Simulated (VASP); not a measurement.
# Gd3O5 (P-3m1) in VASP: single point with PBE

Aim: the single point of Gd3O5 with PBE.

All numbers are computed with VASP 6.6.1; they aren't measurements. Logs are shortened: lines on timing, memory, paths and dates and some standing lists are left out, and cuts for length are marked.

## (1) The cell of the first run

The structure is trigonal, space group P-3m1 (No. 164). The conventional cell has a = 3.771 Å, b = 3.771 Å, c = 9.888 Å, α = 90.00°, β = 90.00°, γ = 120.00°. Gd (site symmetry 3m) has 7 O at 2.18 to 2.83 Å within 2.9 Å. Within 3.1 Å of Gd (site symmetry -3m) lie 8 O at 2.38 to 2.62 Å. O (site symmetry 3m) has 4 Gd at 2.23 to 2.62 Å and 4 O at 2.32 to 2.75 Å within 3.0 Å. O (site symmetry 3m) has 4 Gd at 2.18 to 2.38 Å and 6 O at 2.75 to 2.89 Å within 2.9 Å. Within 3.1 Å of O (site symmetry -3m) lie 2 O at 2.32 Å and 6 Gd at 2.83 Å.

## (2) Single point, PBE, collinear spin, ferromagnetic start

INCAR

```
SYSTEM = Gd3O5
ALGO = Normal
EDIFF = 1E-6
ENCUT = 520
GGA = PE
ISIF = 2
ISMEAR = 0
ISPIN = 2
LASPH = .TRUE.
LCHARG = .TRUE.
LELF = .TRUE.
LMAXMIX = 6
LORBIT = 11
LREAL = .FALSE.
LVHAR = .TRUE.
LWAVE = .FALSE.
MAGMOM = 7 7 7 0 0 0 0 0
NBANDS = 56
NELM = 150
PREC = Accurate
SIGMA = 0.2
```

KPOINTS

```
k-points
0
G
  5 5 2
  0 0 0
```

POSCAR

```
Gd3O5
1.0
    3.7710103266      0.0000000000      0.0000000000
   -1.8855051633      3.2657907408      0.0000000000
    0.0000000000      0.0000000000      9.8877708979
Gd O
3 5
Direct
    0.3333333333      0.6666666667      0.3163966331
    0.0000000000      0.0000000000      0.0000000000
    0.6666666667      0.3333333333      0.6836033669
    0.0000000000      0.0000000000      0.2654401796
    0.6666666667      0.3333333333      0.9037646688
    0.3333333333      0.6666666667      0.0962353312
    0.0000000000      0.0000000000      0.7345598204
    0.0000000000      0.0000000000      0.5000000000
```

Potentials or basis: VASP PAW PBE potentials, release 64 (Gd, O).

Command:

```sh
cat potpaw_PBE.64/Gd/POTCAR potpaw_PBE.64/O/POTCAR > POTCAR
mpirun -np 1 vasp_std > vasp.out
```

OUTCAR:

```text
SYSTEM = Gd3O5
   EDIFF = 1E-6
   ENCUT = 520
   GGA = PE
   ISIF = 2
   ISMEAR = 0
   ISPIN = 2
   LASPH = .TRUE.
   LORBIT = 11
   LREAL = .FALSE.
   NELM = 150
   PREC = Accurate

 ion  position               nearest neighbor table
   1  0.333  0.667  0.316-   6 2.18   4 2.23   4 2.23   4 2.23
   2  0.000  0.000  0.000-   5 2.38   6 2.38   5 2.38   6 2.38   5 2.38   6 2.38   4 2.62   7 2.62

   3  0.667  0.333  0.684-   5 2.18   7 2.23   7 2.23   7 2.23
   4  0.000  0.000  0.265-   1 2.23   1 2.23   1 2.23   2 2.62
   5  0.667  0.333  0.904-   3 2.18   2 2.38   2 2.38   2 2.38
   6  0.333  0.667  0.096-   1 2.18   2 2.38   2 2.38   2 2.38
   7  0.000  0.000  0.735-   3 2.23   3 2.23   3 2.23   2 2.62
   8  0.000  0.000  0.500-

  LATTYP: Found a hexagonal cell.
 ALAT       =     3.7710103266
 C/A-ratio  =     2.6220482156

  Lattice vectors:

 A1 = (   3.7710103266,   0.0000000000,   0.0000000000)
 A2 = (  -1.8855051633,   3.2657907408,   0.0000000000)
 A3 = (   0.0000000000,   0.0000000000,   9.8877708979)

Analysis of symmetry for initial positions (statically):
=====================================================================
 Subroutine PRICEL returns:
 Original cell was already a primitive cell.

 Routine SETGRP: Setting up the symmetry group for a
 hexagonal supercell.

 Subroutine GETGRP returns: Found 12 space group operations
 (whereof 12 operations were pure point group operations)
 out of a pool of 24 trial point group operations.

The static configuration has the point symmetry D_3d.

Analysis of symmetry for dynamics (positions and initial velocities):
=====================================================================
 Subroutine PRICEL returns:
 Original cell was already a primitive cell.

 Routine SETGRP: Setting up the symmetry group for a
 hexagonal supercell.

 Subroutine GETGRP returns: Found 12 space group operations
 (whereof 12 operations were pure point group operations)
 out of a pool of 24 trial point group operations.

The dynamic configuration has the point symmetry D_3d.

Analysis of structural, dynamic, and magnetic symmetry:
=====================================================================
 Subroutine PRICEL returns:
 Original cell was already a primitive cell.

 Routine SETGRP: Setting up the symmetry group for a
 hexagonal supercell.

 Subroutine GETGRP returns: Found 12 space group operations
 (whereof 12 operations were pure point group operations)
 out of a pool of 24 trial point group operations.

The overall configuration has the point symmetry D_3d.

 Subroutine INISYM returns: Found 12 space group operations
 (whereof 12 operations are pure point group operations),
 and found     1 'primitive' translations

----------------------------------------------------------------------------------------

                                     Primitive cell

  volume of cell :     121.7712

  direct lattice vectors                    reciprocal lattice vectors
     3.771010327  0.000000000  0.000000000     0.265180923  0.153102277  0.000000000
    -1.885505163  3.265790741  0.000000000     0.000000000  0.306204555  0.000000000
     0.000000000  0.000000000  9.887770898     0.000000000  0.000000000  0.101135029

  length of vectors
     3.771010327  3.771010327  9.887770898     0.306204555  0.306204555  0.101135029

  position of ions in fractional coordinates (direct lattice)
     0.333333333  0.666666667  0.316396633
     0.000000000  0.000000000  0.000000000
     0.666666667  0.333333333  0.683603367
     0.000000000  0.000000000  0.265440180
     0.666666667  0.333333333  0.903764669
     0.333333333  0.666666667  0.096235331
     0.000000000  0.000000000  0.734559820
     0.000000000  0.000000000  0.500000000

[... 49 lines left out ...]
   k-points           NKPTS =     10   k-points in BZ     NKDIM =     10   number of bands    NBANDS=     56
   number of dos      NEDOS =    301   number of ions     NIONS =      8
   total plane-waves  NPLWV =  62720
   dimension x,y,z NGX =    28 NGY =   28 NGZ =   80
   dimension x,y,z NGXF=    56 NGYF=   56 NGZF=  160
   ions per type =               3   5
   NGX,Y,Z   is equivalent  to a cutoff of  12.34, 12.34, 13.45 a.u.
   NGXF,Y,Z  is equivalent  to a cutoff of  24.69, 24.69, 26.90 a.u.
 SYSTEM =  Gd3O5
   PREC   = accura    normal or accurate (medium, high low for compatibility)
   ISTART =      0    job   : 0-new  1-cont  2-samecut
   ICHARG =      2    charge: 1-file 2-atom 10-const
   ISPIN  =      2    spin polarized calculation?
   LNONCOLLINEAR =      F non collinear calculations
   LSORBIT =      F    spin-orbit coupling
   LASPH  =      T    aspherical Exc in radial PAW
   ENCUT  =  520.0 eV  38.22 Ry    6.18 a.u.   7.01  7.01 18.38*2*pi/ulx,y,z
   NELM   =    150;   NELMIN=  2; NELMDL= -5     # of ELM steps
   EDIFF  = 0.1E-05   stopping-criterion for ELM
   LREAL  =      F    real-space projection
   EDIFFG = 0.1E-04   stopping-criterion for IOM
   NSW    =      0    number of steps for IOM
   IBRION =     -1    ionic relax: 0-MD 1-quasi-New 2-CG
   NFREE  =      0    steps in history (QN), initial steepest desc. (CG)
   ISIF   =      2    stress and relaxation
   ISYM   =      2    0-nonsym 1-usesym 2-fastsym
   POTIM  = 0.5000    time-step for ionic-motion
   TEBEG  =    0.0;   TEEND  =   0.0 temperature during run
   PSTRESS=    0.0 pullay stress
   NELECT =      84.0000    total number of electrons
   NUPDOWN=      -1.0000    fix difference up-down
   EMIN   =  10.00;   EMAX   =-10.00  energy-range for DOS
   EFERMI =   0.00;   METHOD = LEGACY
   ISMEAR =     0;   SIGMA  =   0.20  broadening in eV -4-tet -1-fermi 0-gaus
   EFERMI_NEDOS =   21; number of points for ismear=-14 and -15
   IALGO  =     38    algorithm
   IMIX   =      4    mixing-type and parameters
     AMIX     =   0.40;   BMIX     =  1.00
     AMIX_MAG =   1.60;   BMIX_MAG =  1.00
  volume/ion in A,a.u.               =      15.22       102.72
  Fermi-wavevector in a.u.,A,eV,Ry     =   1.446504  2.733497 28.468491  2.092375
  Thomas-Fermi vector in A             =   2.564565
   LORBIT       =     11    0 simple, 1 ext, 2 COOP (PROOUT), +10 PAW based schemes
   GGA     = PE    functional components
   LHFCALC =     F    Hartree Fock is set to
   AEXX    =    0.0000 exact exchange contribution
   IVDW    =     0    specifies the selected vdW correction
   LEPSILON=     F    determine dielectric tensor
   LRPA    =     F    only Hartree local field effects (RPA)
 spin polarized calculation
 Gauss-broadening in eV      SIGMA  =   0.20
  energy-cutoff  :      520.00
  volume of cell :      121.77
 maximum number of plane-waves:      3297
 NGX is ok and might be reduce to    28
   NGX = 13   NGY = 13   NGZ = 37

 number of electron      84.0000021 magnetization      20.0009250

 Free energy of the ion-electron system (eV)
  ---------------------------------------------------
  ext. energy  EPLUGINS =         0.00000000
  ---------------------------------------------------
  free energy    TOTEN  =       -83.78255677 eV

  energy without entropy =      -83.78175460  energy(sigma->0) =      -83.78215568

 E-fermi :   2.4585     XC(G=0): -10.5940

 val. band max:        2.1179742056   @ k =   0.4000   0.2000   0.5000
 cond. band min:       2.7532268855   @ k =   0.0000   0.0000   0.5000
 fundamental gap:      0.6352526799
 Fermi energy:         2.4584872158

 spin component 1

 k-point     1 :       0.0000    0.0000    0.0000
  band No.  band energies     occupation
      1     -41.2321      1.00000
      2     -41.2282      1.00000
      3     -40.2727      1.00000
      4     -19.0799      1.00000
      5     -19.0336      1.00000
      6     -18.5675      1.00000
[... 559 lines left out ...]
     53       2.8386      0.00359
     54       4.9690      0.00000
 Fermi energy:         2.4584872158

 spin component 2

 k-point     1 :       0.0000    0.0000    0.0000
  band No.  band energies     occupation
      1     -38.1321      1.00000
      2     -38.1265      1.00000
      3     -37.1891      1.00000
      4     -17.4802      1.00000
      5     -17.3223      1.00000
      6     -16.3895      1.00000
[... 559 lines left out ...]
     53       5.8489      0.00000
     54       5.9029      0.00000
 [bands above 54 left out]

------------------------ aborting loop because EDIFF is reached ----------------------------------------

  FORCE on cell =-STRESS in cart. coord.  units (eV):
  Direction    XX          YY          ZZ          XY          YZ          ZX
  --------------------------------------------------------------------------------------
  -------------------------------------------------------------------------------------
  Total        0.1086766      0.1086766      0.2190450      0.0000000      0.0000000      0.0000000
  in kB        1.4298882      1.4298882      2.8820364      0.0000000      0.0000000      0.0000000
  external PRESSURE =       1.9139376 kB  Pullay stress =       0.0000000 kB

 VOLUME and BASIS-vectors are now :
 -----------------------------------------------------------------------------
  energy-cutoff  :      520.00
  volume of cell :      121.77
      direct lattice vectors                 reciprocal lattice vectors
     3.771010327  0.000000000  0.000000000     0.265180923  0.153102277  0.000000000
    -1.885505163  3.265790741  0.000000000     0.000000000  0.306204555  0.000000000
     0.000000000  0.000000000  9.887770898     0.000000000  0.000000000  0.101135029

 POSITION                                       TOTAL-FORCE (eV/Angst)
 -----------------------------------------------------------------------------------
     -0.00000      2.17719      3.12846        -0.000000     -0.000000      0.060568
      0.00000      0.00000      0.00000        -0.000000      0.000000      0.000000
      1.88551      1.08860      6.75931         0.000000      0.000000     -0.060568
      0.00000      0.00000      2.62461         0.000000     -0.000000     -0.010630
      1.88551      1.08860      8.93622        -0.000000     -0.000000      0.043518
     -0.00000      2.17719      0.95155         0.000000      0.000000     -0.043518
      0.00000      0.00000      7.26316        -0.000000      0.000000      0.010630
      0.00000      0.00000      4.94389        -0.000000      0.000000      0.000000
 -----------------------------------------------------------------------------------
    total drift:                                0.000000      0.000000      0.000000

  FREE ENERGIE OF THE ION-ELECTRON SYSTEM (eV)
  ---------------------------------------------------
  free  energy   TOTEN  =       -83.7825567666 eV

  energy  without entropy=      -83.7817545961  energy(sigma->0) =      -83.78215568

 total charge

# of ion       s       p       d       f       tot
--------------------------------------------------
    1        2.033   5.640   0.528   7.038  15.239
    2        2.021   5.662   0.415   7.040  15.138
    3        2.033   5.640   0.528   7.038  15.239
    4        1.574   3.447   0.000   0.000   5.021
    5        1.564   3.471   0.000   0.000   5.034
    6        1.564   3.471   0.000   0.000   5.034
    7        1.574   3.447   0.000   0.000   5.021
    8        1.584   3.237   0.000   0.000   4.821
--------------------------------------------------
tot         13.947  34.015   1.471  21.116  70.548

 magnetization (x)

# of ion       s       p       d       f       tot
--------------------------------------------------
    1       -0.003  -0.084   0.065   6.803   6.781
    2       -0.008  -0.087   0.027   6.818   6.750
    3       -0.003  -0.084   0.065   6.803   6.781
    4       -0.005  -0.179   0.000   0.000  -0.184
    5       -0.001  -0.017   0.000   0.000  -0.019
    6       -0.001  -0.017   0.000   0.000  -0.019
    7       -0.005  -0.179   0.000   0.000  -0.184
    8       -0.006  -0.481   0.000   0.000  -0.487
--------------------------------------------------
tot         -0.034  -1.129   0.157  20.425  19.419
```

Wall time 25 min (1 thread of Intel Xeon Platinum 8259CL at 2.50GHz (Skylake/Cascade Lake), shared host); peak memory 0.35 GiB.

What came out:

```
Free energy                                           : -83.7826 eV
Pressure                                              : 0.2 GPa
Largest force                                         : 0.061 eV/Å
Band gap on the k mesh                                : 0.64 eV (least direct gap 0.72 eV)
Net moment                                            : 20.00 μB per cell
Site moments                                          : Gd +6.78, +6.75 (each value once); O -0.18, -0.02, -0.49 (each value once) μB
Valence electrons inside the program's atomic spheres : Gd 15.24, 15.14 (each value once); O 5.02, 5.03, 4.82 (each value once)
```

Forces on the atoms (eV/Å):
```
Gd   0.000  0.000  0.061
Gd   0.000  0.000  0.000
Gd   0.000  0.000 -0.061
O    0.000  0.000 -0.011
O    0.000  0.000  0.044
O    0.000  0.000 -0.044
O    0.000  0.000  0.011
O    0.000  0.000  0.000
```

Stress tensor (GPa, compression positive):
```
0.14 0.00 0.00
0.00 0.14 0.00
0.00 0.00 0.29
```

Caveat: semilocal functionals underestimate gaps, and a narrow one can read as zero; spin-orbit coupling is left out, which moves the levels of the heavy elements; semilocal functionals describe open f shells poorly, which spoils levels, moments and volumes.
